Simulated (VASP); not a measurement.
# Na2TeBr6 (I4/mmm) in VASP: single point with PBE

Aim: the single point of Na2TeBr6 with PBE.

Program: VASP 6.6.1. These are calculated values, not measurements. Logs are shortened: lines on timing, memory, paths and dates and some standing lists are left out, and cuts for length are marked.

## (1) The cell of the first run

It takes space group I4/mmm (No. 139, tetragonal). The conventional cell has a = 7.130 Å, b = 7.130 Å, c = 10.083 Å, α = 90.00°, β = 90.00°, γ = 90.00°. Te (site symmetry 4/mmm) has 6 Br at 2.52 to 2.53 Å within 3.3 Å. Na (site symmetry -4m2) has 12 Br at 3.56 Å and 4 Te at 4.37 Å within 4.7 Å. Within 3.3 Å of Br (site symmetry 4mm) lie 1 Te at 2.52 Å. Within 3.3 Å of Br (site symmetry m2m) lie 1 Te at 2.53 Å.

## (2) Single point, PBE

Input file POSCAR:

```
Na2TeBr6
1.0
    0.0000000000      7.1297260000      0.0000000000
    7.1297260000      0.0000000000      0.0000000000
    3.5648630000      3.5648630000     -5.0415220000
Te Na Br
1 2 6
Direct
    0.0000000000      0.0000000000      0.0000000000
    0.2500000000      0.7500000000      0.5000000000
    0.7500000000      0.2500000000      0.5000000000
    0.2500000000      0.2500000000      0.5000000000
    0.7500000000      0.7500000000      0.5000000000
    0.2510000000      0.2510000000      0.0000000000
    0.2510000000      0.7490000000      0.0000000000
    0.7490000000      0.7490000000      0.0000000000
    0.7490000000      0.2510000000      0.0000000000
```

Input file INCAR.step1:

```
PREC = Accurate
ENCUT = 520
EDIFF = 1E-6
ISMEAR = -1
SIGMA = 0.0106
LREAL = False
LASPH = True
NELM = 100
ALGO = Normal
ISIF = 2
LWAVE = False
LCHARG = True
GGA = PE
NBANDS = 41
```

Input file KPOINTS.step1:

```
Automatic mesh
0
Gamma
  5 5 5
```

Input file INCAR.step2:

```
PREC = Accurate
ENCUT = 520
EDIFF = 1E-6
ISMEAR = -5
SIGMA = 0.0106
LREAL = False
LASPH = True
NELM = 100
ALGO = Normal
ISIF = 2
LWAVE = False
LCHARG = False
GGA = PE
LORBIT = 11
NEDOS = 2001
ICHARG = 11
```

Input file KPOINTS.step2:

```
Automatic mesh
0
Gamma
  8 8 8
```

Potentials or basis: VASP PAW PBE potentials, release 64 (Te, Na_pv, Br).

Run with:

```console
cat potpaw_PBE.64/Te/POTCAR potpaw_PBE.64/Na_pv/POTCAR potpaw_PBE.64/Br/POTCAR > POTCAR
cp INCAR.step1 INCAR
cp KPOINTS.step1 KPOINTS
mpirun -np 1 vasp_std > vasp.out
cp INCAR.step2 INCAR
cp KPOINTS.step2 KPOINTS
mpirun -np 1 vasp_std > vasp.out
```

OUTCAR:

```text
PREC = Accurate
   ENCUT = 520
   EDIFF = 1E-6
   ISMEAR = -5
   LREAL = False
   LASPH = True
   NELM = 100
   ISIF = 2
   GGA = PE
   LORBIT = 11
   ICHARG = 11

 ion  position               nearest neighbor table
   1  0.000  0.000  0.000-   5 2.52   4 2.52   7 2.53   8 2.53   9 2.53   6 2.53
   2  0.250  0.750  0.500-
   3  0.750  0.250  0.500-
   4  0.250  0.250  0.500-   1 2.52
   5  0.750  0.750  0.500-   1 2.52
   6  0.251  0.251  0.000-   1 2.53
   7  0.251  0.749  0.000-   1 2.53
   8  0.749  0.749  0.000-   1 2.53
   9  0.749  0.251  0.000-   1 2.53

  LATTYP: Found a face centered cubic cell.
 ALAT       =    10.0829996027

  Lattice vectors:

 A1 = (   3.5648630000,   3.5648630000,  -5.0415220000)
 A2 = (  -3.5648630000,   3.5648630000,  -5.0415220000)
 A3 = (   0.0000000000,   7.1297260000,   0.0000000000)

Analysis of symmetry for initial positions (statically):
=====================================================================
 Subroutine PRICEL returns:
 Original cell was already a primitive cell.

 Routine SETGRP: Setting up the symmetry group for a
 face centered cubic supercell.

 Subroutine GETGRP returns: Found 16 space group operations
 (whereof 16 operations were pure point group operations)
 out of a pool of 48 trial point group operations.

The static configuration has the point symmetry D_4h.

Analysis of symmetry for dynamics (positions and initial velocities):
=====================================================================
 Subroutine PRICEL returns:
 Original cell was already a primitive cell.

 Routine SETGRP: Setting up the symmetry group for a
 face centered cubic supercell.

 Subroutine GETGRP returns: Found 16 space group operations
 (whereof 16 operations were pure point group operations)
 out of a pool of 48 trial point group operations.

The dynamic configuration has the point symmetry D_4h.

 Subroutine INISYM returns: Found 16 space group operations
 (whereof 16 operations are pure point group operations),
 and found     1 'primitive' translations

----------------------------------------------------------------------------------------

                                     Primitive cell

  volume of cell :     256.2757

  direct lattice vectors                    reciprocal lattice vectors
     0.000000000  7.129726000  0.000000000     0.000000000  0.140257844  0.099176400
     7.129726000  0.000000000  0.000000000     0.140257844  0.000000000  0.099176400
     3.564863000  3.564863000 -5.041522000     0.000000000  0.000000000 -0.198352799

  length of vectors
     7.129726000  7.129726000  7.129757394     0.171779571  0.171779571  0.198352799

  position of ions in fractional coordinates (direct lattice)
     0.000000000  0.000000000  0.000000000
     0.250000000  0.750000000  0.500000000
     0.750000000  0.250000000  0.500000000
     0.250000000  0.250000000  0.500000000
     0.750000000  0.750000000  0.500000000
     0.251000000  0.251000000  0.000000000
     0.251000000  0.749000000  0.000000000
     0.749000000  0.749000000  0.000000000
     0.749000000  0.251000000  0.000000000

  ion indices of the primitive-cell ions
   primitive index   ion index
                 1           1
                 2           2
                 3           3
                 4           4
                 5           5
                 6           6
                 7           7
                 8           8
                 9           9

----------------------------------------------------------------------------------------

 KPOINTS: Automatic mesh

Automatic generation of k-mesh.
 Grid dimensions read from file:
 generate k-points for:    8    8    8

 Generating k-lattice:

  Cartesian coordinates                     Fractional coordinates (reciprocal lattice)
     0.000000000  0.017532231  0.012397050     0.125000000  0.000000000 -0.000000000
     0.017532231  0.000000000  0.012397050     0.000000000  0.125000000 -0.000000000
     0.000000000  0.000000000 -0.024794100     0.000000000  0.000000000  0.125000000

  Length of vectors
     0.021472446  0.021472446  0.024794100

  Shift w.r.t. Gamma in fractional coordinates (k-lattice)
     0.000000000  0.000000000  0.000000000

 TETIRR: Found    655 inequivalent tetrahedra from     3072

 Subroutine IBZKPT returns following result:
 ===========================================

 Found     59 irreducible k-points:

 Following reciprocal coordinates:
            Coordinates               Weight
  0.000000  0.000000  0.000000      1.000000
  0.125000  0.000000  0.000000      8.000000
  0.250000  0.000000  0.000000      8.000000
  0.375000  0.000000  0.000000      8.000000
  0.500000  0.000000  0.000000      4.000000
  0.125000  0.125000  0.000000      8.000000
[... 16 lines left out ...]
  0.250000  0.000000  0.125000      4.000000
  0.375000  0.000000  0.125000      8.000000
 [... further k-points ...]
   k-points           NKPTS =     59   k-points in BZ     NKDIM =     59   number of bands    NBANDS=     37
   number of dos      NEDOS =   2001   number of ions     NIONS =      9
   total plane-waves  NPLWV = 157464
   dimension x,y,z NGX =    54 NGY =   54 NGZ =   54
   dimension x,y,z NGXF=   108 NGYF=  108 NGZF=  108
   ions per type =               1   2   6
   NGX,Y,Z   is equivalent  to a cutoff of  12.59, 12.59, 12.59 a.u.
   NGXF,Y,Z  is equivalent  to a cutoff of  25.18, 25.18, 25.18 a.u.
 SYSTEM =  unknown system
   PREC   = accura    normal or accurate (medium, high low for compatibility)
   ISTART =      0    job   : 0-new  1-cont  2-samecut
   ICHARG =     11    charge: 1-file 2-atom 10-const
   ISPIN  =      1    spin polarized calculation?
   LNONCOLLINEAR =      F non collinear calculations
   LSORBIT =      F    spin-orbit coupling
   LASPH  =      T    aspherical Exc in radial PAW
   ENCUT  =  520.0 eV  38.22 Ry    6.18 a.u.  13.26 13.26 13.26*2*pi/ulx,y,z
   NELM   =    100;   NELMIN=  2; NELMDL=  0     # of ELM steps
   EDIFF  = 0.1E-05   stopping-criterion for ELM
   LREAL  =      F    real-space projection
   EDIFFG = 0.1E-04   stopping-criterion for IOM
   NSW    =      0    number of steps for IOM
   IBRION =     -1    ionic relax: 0-MD 1-quasi-New 2-CG
   NFREE  =      0    steps in history (QN), initial steepest desc. (CG)
   ISIF   =      2    stress and relaxation
   ISYM   =      2    0-nonsym 1-usesym 2-fastsym
   POTIM  = 0.5000    time-step for ionic-motion
   TEBEG  =    0.0;   TEEND  =   0.0 temperature during run
   PSTRESS=    0.0 pullay stress
   NELECT =      62.0000    total number of electrons
   NUPDOWN=      -1.0000    fix difference up-down
   EMIN   =  10.00;   EMAX   =-10.00  energy-range for DOS
   EFERMI =   0.00;   METHOD = LEGACY
   ISMEAR =    -5;   SIGMA  =   0.01  broadening in eV -4-tet -1-fermi 0-gaus
   EFERMI_NEDOS =   21; number of points for ismear=-14 and -15
   IALGO  =     38    algorithm
   IMIX   =      4    mixing-type and parameters
     AMIX     =   0.40;   BMIX     =  1.00
     AMIX_MAG =   1.60;   BMIX_MAG =  1.00
  volume/ion in A,a.u.               =      28.48       192.16
  Fermi-wavevector in a.u.,A,eV,Ry     =   1.020085  1.927681 14.157855  1.040573
  Thomas-Fermi vector in A             =   2.153635
   LORBIT       =     11    0 simple, 1 ext, 2 COOP (PROOUT), +10 PAW based schemes
   GGA     = PE    functional components
   LHFCALC =     F    Hartree Fock is set to
   AEXX    =    0.0000 exact exchange contribution
   IVDW    =     0    specifies the selected vdW correction
   LEPSILON=     F    determine dielectric tensor
   LRPA    =     F    only Hartree local field effects (RPA)
 non-spin polarized calculation
 Fermi weights with tetrahedron method with Bloechl corrections
  energy-cutoff  :      520.00
  volume of cell :      256.28
 maximum number of plane-waves:      6934
 NGX is ok and might be reduce to    54

 number of electron      62.0000020 magnetization

 Free energy of the ion-electron system (eV)
  ---------------------------------------------------
  ext. energy  EPLUGINS =         0.00000000
  ---------------------------------------------------
  free energy    TOTEN  =       -21.58901740 eV

  energy without entropy =      -21.58901740  energy(sigma->0) =      -21.58901740

 E-fermi :   2.2708     XC(G=0):  -8.2782

 val. band max:        2.2659454901   @ k =   0.5000   0.5000   0.0000
 cond. band min:       3.9782216921   @ k =   0.5000   0.0000   0.0000
 fundamental gap:      1.7122762019
 Fermi energy:         2.2707976039

 k-point     1 :       0.0000    0.0000    0.0000
  band No.  band energies     occupation
      1     -22.1453      2.00000
      2     -22.1453      2.00000
      3     -22.1450      2.00000
      4     -22.1448      2.00000
      5     -22.1448      2.00000
      6     -22.1446      2.00000
[... 29 lines left out ...]
     36       4.9250      0.00000
     37       8.0063      0.00000

 k-point     2 :       0.1250    0.0000    0.0000
  band No.  band energies     occupation
      1     -22.1452      2.00000
      2     -22.1452      2.00000
      3     -22.1450      2.00000
      4     -22.1449      2.00000
      5     -22.1449      2.00000
      6     -22.1447      2.00000
[... 29 lines left out ...]
     36       5.0475      0.00000
     37       8.0542      0.00000
[... 838 lines left out ...]
     36       5.2882      0.00000
     37       8.1345      0.00000

 k-point    24 :       0.3750    0.0000    0.1250
  band No.  band energies     occupation
      1     -22.1451      2.00000
      2     -22.1451      2.00000
      3     -22.1451      2.00000
      4     -22.1450      2.00000
      5     -22.1450      2.00000
      6     -22.1446      2.00000
[... 29 lines left out ...]
     36       5.6853      0.00000
     37       8.0243      0.00000

 [... further k-points ...]

------------------------ aborting loop because EDIFF is reached ----------------------------------------

  FORCE on cell =-STRESS in cart. coord.  units (eV):
  Direction    XX          YY          ZZ          XY          YZ          ZX
  --------------------------------------------------------------------------------------
  -------------------------------------------------------------------------------------
  Total       13.1805260     13.1805260     13.7851029      0.0000000     -0.0000000     -0.0000000
  in kB       82.4016635     82.4016635     86.1813408      0.0000000     -0.0000000     -0.0000000
  external PRESSURE =      83.6615560 kB  Pullay stress =       0.0000000 kB

 VOLUME and BASIS-vectors are now :
 -----------------------------------------------------------------------------
  energy-cutoff  :      520.00
  volume of cell :      256.28
      direct lattice vectors                 reciprocal lattice vectors
     0.000000000  7.129726000  0.000000000     0.000000000  0.140257844  0.099176400
     7.129726000  0.000000000  0.000000000     0.140257844  0.000000000  0.099176400
     3.564863000  3.564863000 -5.041522000     0.000000000  0.000000000 -0.198352799

 POSITION                                       TOTAL-FORCE (eV/Angst)
 -----------------------------------------------------------------------------------
      0.00000      0.00000      0.00000         0.000000      0.000000      0.000000
      7.12973      3.56486     -2.52076         0.000000      0.000000      0.000000
      3.56486      7.12973     -2.52076         0.000000      0.000000      0.000000
      3.56486      3.56486     -2.52076         0.000000      0.000000      2.057054
      7.12973      7.12973     -2.52076         0.000000      0.000000     -2.057054
      1.78956      1.78956      0.00000         1.352627      1.352627      0.000000
      5.34016      1.78956      0.00000        -1.352627      1.352627      0.000000
      5.34016      5.34016      0.00000        -1.352627     -1.352627     -0.000000
      1.78956      5.34016      0.00000         1.352627     -1.352627     -0.000000
 -----------------------------------------------------------------------------------
    total drift:                                0.000000      0.000000      0.000000

  FREE ENERGIE OF THE ION-ELECTRON SYSTEM (eV)
  ---------------------------------------------------
  free  energy   TOTEN  =       -21.5890174014 eV

  energy  without entropy=      -21.5890174014  energy(sigma->0) =      -21.58901740

 total charge

# of ion       s       p       d       tot
------------------------------------------
    1        1.578   1.489   0.225   3.292
    2        0.018   5.954   0.000   5.972
    3        0.018   5.954   0.000   5.972
    4        1.623   3.263   0.025   4.911
    5        1.623   3.263   0.025   4.911
    6        1.623   3.260   0.025   4.908
    7        1.623   3.260   0.025   4.908
    8        1.623   3.260   0.025   4.908
    9        1.623   3.260   0.025   4.908
--------------------------------------------------
tot         11.352  32.964   0.373  44.690
```

Wall time 12 min (1 thread of Intel Xeon Platinum 8488C (Sapphire Rapids), shared host); peak memory 0.69 GiB.

Results:

```yaml
Valence_electrons_inside_the_program's_atomic_spheres: Te 3.29; Na 5.97; Br 4.91
```

Caveat: spin-orbit coupling is left out, which moves the levels of the heavy elements.
